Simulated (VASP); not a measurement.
# KF (R-3m) in VASP: a series of runs

Runs on KF. Level: PBE. Tasks: single point.

Program: VASP 6.6.1. These are calculated values, not measurements. Logs are shortened: lines on timing, memory, paths and dates and some standing lists are left out, and cuts for length are marked.

## (1) The cell of the first run

Symmetry: R-3m, No. 166, trigonal system. The conventional cell has a = 3.852 Å, b = 3.852 Å, c = 8.850 Å, α = 90.00°, β = 90.00°, γ = 120.00°. Within 3.5 Å of K (site symmetry -3m) lie 6 F at 2.67 Å. Within 3.5 Å of F (site symmetry -3m) lie 6 K at 2.67 Å.

## (2) Single point, PBE (18.96 Å³/atom)

Contents of INCAR:

```
SYSTEM = KF
  PREC = Accurate
  ENCUT = 520
  EDIFF = 1E-6
  ISMEAR = 0
  SIGMA = 0.05
  LREAL = .FALSE.
  LASPH = .TRUE.
  NELM = 100
  ALGO = Normal
  ISIF = 2
  LWAVE = .FALSE.
  LCHARG = .TRUE.
  GGA = PE
  LELF = .TRUE.
  LVHAR = .TRUE.
  NBANDS = 15
```

Contents of KPOINTS:

```
Automatic mesh
0
G
  8 8 8
  0 0 0
```

Contents of POSCAR:

```
KF
1.0
   -0.1127748701      2.6112558084      2.6112558084
    2.6112558084     -0.1127748701      2.6112558084
    2.6112558084      2.6112558084     -0.1127748701
K F
1 1
Direct
    0.0000000000      0.0000000000      0.0000000000
    0.5000000000      0.5000000000      0.5000000000
```

Potentials or basis: VASP PAW PBE potentials, release 64 (K_sv, F).

Started as:

```sh
cat potpaw_PBE.64/K_sv/POTCAR potpaw_PBE.64/F/POTCAR > POTCAR
mpirun -np 1 vasp_std > vasp.out
```

OUTCAR:

```text
SYSTEM = KF
   PREC = Accurate
   ENCUT = 520
   EDIFF = 1E-6
   ISMEAR = 0
   LREAL = .FALSE.
   LASPH = .TRUE.
   NELM = 100
   ISIF = 2
   GGA = PE

 ion  position               nearest neighbor table
   1  0.000  0.000  0.000-   2 2.67   2 2.67   2 2.67   2 2.67   2 2.67   2 2.67
   2  0.500  0.500  0.500-   1 2.67   1 2.67   1 2.67   1 2.67   1 2.67   1 2.67

  LATTYP: Found a trigonal (rhomboedric) cell.
 ALAT       =     3.6945949663
 COS(alpha) =     0.4563863912

  Lattice vectors:

 A1 = (  -0.1127748701,   2.6112558084,   2.6112558084)
 A2 = (   2.6112558084,  -0.1127748701,   2.6112558084)
 A3 = (   2.6112558084,   2.6112558084,  -0.1127748701)

Analysis of symmetry for initial positions (statically):
=====================================================================
 Subroutine PRICEL returns:
 Original cell was already a primitive cell.

 Routine SETGRP: Setting up the symmetry group for a
 trigonal (rhombohedral) supercell.

 Subroutine GETGRP returns: Found 12 space group operations
 (whereof 12 operations were pure point group operations)
 out of a pool of 12 trial point group operations.

The static configuration has the point symmetry D_3d.

Analysis of symmetry for dynamics (positions and initial velocities):
=====================================================================
 Subroutine PRICEL returns:
 Original cell was already a primitive cell.

 Routine SETGRP: Setting up the symmetry group for a
 trigonal (rhombohedral) supercell.

 Subroutine GETGRP returns: Found 12 space group operations
 (whereof 12 operations were pure point group operations)
 out of a pool of 12 trial point group operations.

The dynamic configuration has the point symmetry D_3d.

 Subroutine INISYM returns: Found 12 space group operations
 (whereof 12 operations are pure point group operations),
 and found     1 'primitive' translations

----------------------------------------------------------------------------------------

                                     Primitive cell

  volume of cell :      37.9160

  direct lattice vectors                    reciprocal lattice vectors
    -0.112774870  2.611255808  2.611255808    -0.179500441  0.187602620  0.187602620
     2.611255808 -0.112774870  2.611255808     0.187602620 -0.179500441  0.187602620
     2.611255808  2.611255808 -0.112774870     0.187602620  0.187602620 -0.179500441

  length of vectors
     3.694594966  3.694594966  3.694594966     0.320327792  0.320327792  0.320327792

  position of ions in fractional coordinates (direct lattice)
     0.000000000  0.000000000  0.000000000
     0.500000000  0.500000000  0.500000000

  ion indices of the primitive-cell ions
   primitive index   ion index
                 1           1
                 2           2

----------------------------------------------------------------------------------------

 KPOINTS: Automatic mesh

Automatic generation of k-mesh.
 Grid dimensions read from file:
 generate k-points for:    8    8    8

 Generating k-lattice:

  Cartesian coordinates                     Fractional coordinates (reciprocal lattice)
    -0.022437555  0.023450327  0.023450327     0.125000000  0.000000000  0.000000000
     0.023450327 -0.022437555  0.023450327     0.000000000  0.125000000  0.000000000
     0.023450327  0.023450327 -0.022437555     0.000000000  0.000000000  0.125000000

  Length of vectors
     0.040040974  0.040040974  0.040040974

  Shift w.r.t. Gamma in fractional coordinates (k-lattice)
     0.000000000  0.000000000  0.000000000

 Subroutine IBZKPT returns following result:
 ===========================================

 Found     65 irreducible k-points:

 Following reciprocal coordinates:
            Coordinates               Weight
  0.000000  0.000000  0.000000      1.000000
  0.125000  0.000000  0.000000      6.000000
  0.250000  0.000000  0.000000      6.000000
  0.375000  0.000000 -0.000000      6.000000
  0.500000  0.000000  0.000000      3.000000
  0.125000  0.125000  0.000000      6.000000
[... 16 lines left out ...]
  0.250000  0.125000  0.125000      6.000000
  0.375000  0.125000  0.125000      6.000000
 [... further k-points ...]
   k-points           NKPTS =     65   k-points in BZ     NKDIM =     65   number of bands    NBANDS=     15
   number of dos      NEDOS =    301   number of ions     NIONS =      2
   total plane-waves  NPLWV =  21952
   dimension x,y,z NGX =    28 NGY =   28 NGZ =   28
   dimension x,y,z NGXF=    56 NGYF=   56 NGZF=   56
   ions per type =               1   1
   NGX,Y,Z   is equivalent  to a cutoff of  12.60, 12.60, 12.60 a.u.
   NGXF,Y,Z  is equivalent  to a cutoff of  25.20, 25.20, 25.20 a.u.
 SYSTEM =  KF
   PREC   = accura    normal or accurate (medium, high low for compatibility)
   ISTART =      0    job   : 0-new  1-cont  2-samecut
   ICHARG =      2    charge: 1-file 2-atom 10-const
   ISPIN  =      1    spin polarized calculation?
   LNONCOLLINEAR =      F non collinear calculations
   LSORBIT =      F    spin-orbit coupling
   LASPH  =      T    aspherical Exc in radial PAW
   ENCUT  =  520.0 eV  38.22 Ry    6.18 a.u.   6.87  6.87  6.87*2*pi/ulx,y,z
   NELM   =    100;   NELMIN=  2; NELMDL= -5     # of ELM steps
   EDIFF  = 0.1E-05   stopping-criterion for ELM
   LREAL  =      F    real-space projection
   EDIFFG = 0.1E-04   stopping-criterion for IOM
   NSW    =      0    number of steps for IOM
   IBRION =     -1    ionic relax: 0-MD 1-quasi-New 2-CG
   NFREE  =      0    steps in history (QN), initial steepest desc. (CG)
   ISIF   =      2    stress and relaxation
   ISYM   =      2    0-nonsym 1-usesym 2-fastsym
   POTIM  = 0.5000    time-step for ionic-motion
   TEBEG  =    0.0;   TEEND  =   0.0 temperature during run
   PSTRESS=    0.0 pullay stress
   NELECT =      16.0000    total number of electrons
   NUPDOWN=      -1.0000    fix difference up-down
   EMIN   =  10.00;   EMAX   =-10.00  energy-range for DOS
   EFERMI =   0.00;   METHOD = LEGACY
   ISMEAR =     0;   SIGMA  =   0.05  broadening in eV -4-tet -1-fermi 0-gaus
   EFERMI_NEDOS =   21; number of points for ismear=-14 and -15
   IALGO  =     38    algorithm
   IMIX   =      4    mixing-type and parameters
     AMIX     =   0.40;   BMIX     =  1.00
     AMIX_MAG =   1.60;   BMIX_MAG =  1.00
  volume/ion in A,a.u.               =      18.96       127.93
  Fermi-wavevector in a.u.,A,eV,Ry     =   1.227931  2.320453 20.515064  1.507815
  Thomas-Fermi vector in A             =   2.362876
   LORBIT       =      0    0 simple, 1 ext, 2 COOP (PROOUT), +10 PAW based schemes
   GGA     = PE    functional components
   LHFCALC =     F    Hartree Fock is set to
   AEXX    =    0.0000 exact exchange contribution
   IVDW    =     0    specifies the selected vdW correction
   LEPSILON=     F    determine dielectric tensor
   LRPA    =     F    only Hartree local field effects (RPA)
 non-spin polarized calculation
 Gauss-broadening in eV      SIGMA  =   0.05
  energy-cutoff  :      520.00
  volume of cell :       37.92
 maximum number of plane-waves:      1042
   NGX = 13   NGY = 13   NGZ = 13

 number of electron      15.9999991 magnetization

 Free energy of the ion-electron system (eV)
  ---------------------------------------------------
  ext. energy  EPLUGINS =         0.00000000
  ---------------------------------------------------
  free energy    TOTEN  =        -8.27999025 eV

  energy without entropy =       -8.27999025  energy(sigma->0) =       -8.27999025

 E-fermi :  -2.4796     XC(G=0):  -8.4350

 val. band max:       -2.7376469303   @ k =   0.0000   0.0000   0.0000
 cond. band min:       3.4040171031   @ k =   0.0000   0.0000   0.0000
 fundamental gap:      6.1416640335
 Fermi energy:        -2.4796165411

 k-point     1 :       0.0000    0.0000    0.0000
  band No.  band energies     occupation
      1     -28.9246      2.00000
      2     -21.4393      2.00000
      3     -12.1757      2.00000
      4     -12.1757      2.00000
      5     -12.1517      2.00000
      6      -2.7944      2.00000
      7      -2.7944      2.00000
      8      -2.7376      2.00000
      9       3.4040      0.00000
     10       7.6719      0.00000
     11       7.6719      0.00000
     12       8.3616      0.00000
     13       9.6145      0.00000
     14       9.6145      0.00000
     15      14.1958      0.00000

 k-point     2 :       0.1250    0.0000    0.0000
  band No.  band energies     occupation
      1     -28.9112      2.00000
      2     -21.4527      2.00000
      3     -12.2113      2.00000
      4     -12.1776      2.00000
      5     -12.1617      2.00000
      6      -2.9286      2.00000
      7      -2.8481      2.00000
      8      -2.7902      2.00000
      9       3.8260      0.00000
     10       7.5243      0.00000
     11       7.8593      0.00000
     12       8.5101      0.00000
     13       9.7580      0.00000
     14       9.7666      0.00000
     15      14.8911      0.00000

 k-point     3 :       0.2500    0.0000    0.0000
  band No.  band energies     occupation
      1     -28.8786      2.00000
      2     -21.4855      2.00000
      3     -12.3059      2.00000
      4     -12.1819      2.00000
      5     -12.1757      2.00000
      6      -3.2248      2.00000
      7      -2.9751      2.00000
      8      -2.9019      2.00000
      9       4.8771      0.00000
     10       7.2778      0.00000
     11       8.3283      0.00000
     12       8.9795      0.00000
     13      10.1922      0.00000
     14      10.2425      0.00000
     15      15.7527      0.00000

 k-point     4 :       0.3750    0.0000   -0.0000
  band No.  band energies     occupation
      1     -28.8455      2.00000
      2     -21.5188      2.00000
      3     -12.4000      2.00000
      4     -12.1885      2.00000
      5     -12.1860      2.00000
      6      -3.4830      2.00000
      7      -3.0984      2.00000
      8      -3.0088      2.00000
      9       5.9280      0.00000
     10       7.4141      0.00000
     11       8.7951      0.00000
     12       9.4299      0.00000
     13      10.9085      0.00000
     14      11.0454      0.00000
     15      14.2739      0.00000
[... 307 lines left out ...]
 k-point    22 :       0.1250    0.1250    0.1250
  band No.  band energies     occupation
      1     -28.9081      2.00000
      2     -21.4496      2.00000
      3     -12.2064      2.00000
      4     -12.1843      2.00000
      5     -12.1843      2.00000
      6      -2.8875      2.00000
      7      -2.8566      2.00000
      8      -2.8566      2.00000
      9       3.8838      0.00000
     10       7.9315      0.00000
     11       7.9315      0.00000
     12       7.9650      0.00000
     13       9.7227      0.00000
     14       9.7227      0.00000
     15      15.1194      0.00000

 k-point    23 :       0.2500    0.1250    0.1250
  band No.  band energies     occupation
      1     -28.8870      2.00000
      2     -21.4658      2.00000
      3     -12.2676      2.00000
      4     -12.2301      2.00000
      5     -12.1695      2.00000
      6      -3.1210      2.00000
      7      -2.9723      2.00000
      8      -2.8105      2.00000
      9       4.5192      0.00000
     10       7.3612      0.00000
     11       8.1515      0.00000
     12       8.7254      0.00000
     13       9.9121      0.00000
     14       9.9486      0.00000
     15      16.0247      0.00000

 k-point    24 :       0.3750    0.1250    0.1250
  band No.  band energies     occupation
      1     -28.8547      2.00000
      2     -21.4938      2.00000
      3     -12.3646      2.00000
      4     -12.2687      2.00000
      5     -12.1741      2.00000
      6      -3.3586      2.00000
      7      -3.0912      2.00000
      8      -2.8670      2.00000
      9       5.5768      0.00000
     10       7.0805      0.00000
     11       8.6547      0.00000
     12       9.2452      0.00000
     13      10.3019      0.00000
     14      10.7216      0.00000
     15      15.3677      0.00000

 [... further k-points ...]
[... 5 lines left out ...]
  --------------------------------------------------------------------------------------
  -------------------------------------------------------------------------------------
  Total        0.3716893      0.3716893      0.3716893      0.1128886      0.1128886      0.1128886
  in kB       15.7060920     15.7060920     15.7060920      4.7702187      4.7702187      4.7702187
  external PRESSURE =      15.7060920 kB  Pullay stress =       0.0000000 kB

 VOLUME and BASIS-vectors are now :
 -----------------------------------------------------------------------------
  energy-cutoff  :      520.00
  volume of cell :       37.92
      direct lattice vectors                 reciprocal lattice vectors
    -0.112774870  2.611255808  2.611255808    -0.179500441  0.187602620  0.187602620
     2.611255808 -0.112774870  2.611255808     0.187602620 -0.179500441  0.187602620
     2.611255808  2.611255808 -0.112774870     0.187602620  0.187602620 -0.179500441

 POSITION                                       TOTAL-FORCE (eV/Angst)
 -----------------------------------------------------------------------------------
      0.00000      0.00000      0.00000         0.000000     -0.000000      0.000000
      2.55487      2.55487      2.55487         0.000000      0.000000     -0.000000
 -----------------------------------------------------------------------------------
    total drift:                                0.000000      0.000000      0.000000

  FREE ENERGIE OF THE ION-ELECTRON SYSTEM (eV)
  ---------------------------------------------------
  free  energy   TOTEN  =        -8.2799902473 eV

  energy  without entropy=       -8.2799902473  energy(sigma->0) =       -8.27999025
```

It took 63 s on 1 thread of Intel Xeon 8259CL, shared host; peak memory 0.18 GiB.

Results:

| Item | Value |
| --- | --- |
| Free energy | -8.2800 eV |
| Pressure | 1.6 GPa |
| Band gap on the k mesh | 6.14 eV |

A k mesh can miss the band edges. Expect the measured gap to be larger: semilocal functionals such as PBE lack the derivative discontinuity.

## (3) Single point, PBE (18.96 Å³/atom)

Contents of INCAR:

```
PREC = Accurate ; ENCUT = 520
EDIFF = 1E-6 ; ISMEAR = 0
SIGMA = 0.05 ; LREAL = F
LASPH = T ; NELM = 100
ALGO = Normal ; ISIF = 2
LWAVE = F ; LCHARG = F
GGA = PE ; NBANDS = 15
```

Contents of KPOINTS:

```
regular mesh
0
Gamma
  8 8 8
```

Contents of POSCAR:

```
KF
1.0
    0.1151908573      2.7252556006      2.7252556006
    2.7252556006      0.1151908573      2.7252556006
    2.7252556006      2.7252556006      0.1151908573
K F
1 1
Direct
    0.0000000000      0.0000000000      0.0000000000
    0.5000000000      0.5000000000      0.5000000000
```

Potentials or basis: VASP PAW PBE potentials, release 64 (K_sv, F).

Started as:

```sh
cat potpaw_PBE.64/K_sv/POTCAR potpaw_PBE.64/F/POTCAR > POTCAR
mpirun -np 1 vasp_std > vasp.out
```

Wall time 64 s (1 thread of Intel Xeon 8259CL, shared host); peak memory 0.19 GiB.

It converged, with:

* Free energy: -8.2784 eV
* Pressure: 1.6 GPa
* Band gap on the k mesh: 6.15 eV

Stress tensor (GPa, compression positive):
```
 1.57 -0.63 -0.63
-0.63  1.57 -0.63
-0.63 -0.63  1.57
```

Levels at points of the mesh, in eV from the valence-band top:
| k point | band 4 | band 5 | band 6 | band 7 | band 8 | band 9 | band 10 | band 11 | band 12 | band 13 |
| --- | --- | --- | --- | --- | --- | --- | --- | --- | --- | --- |
| (0.00, 0.00, 0.00) | -9.41 | -9.41 | -0.07 | 0.00 | 0.00 | 6.15 | 10.26 | 10.84 | 10.84 | 12.37 |
| (0.50, 0.00, 0.00) | -9.47 | -9.45 | -0.83 | -0.45 | -0.35 | 9.09 | 10.68 | 11.81 | 12.37 | 14.16 |
| (0.50, 0.50, 0.00) | -9.64 | -9.61 | -0.25 | -0.11 | -0.06 | 8.16 | 10.27 | 11.84 | 13.55 | 14.15 |
| (0.50, 0.50, 0.50) | -9.43 | -9.43 | -0.83 | -0.30 | -0.30 | 8.87 | 10.44 | 11.96 | 11.96 | 14.25 |

[end of part 1 of 2]
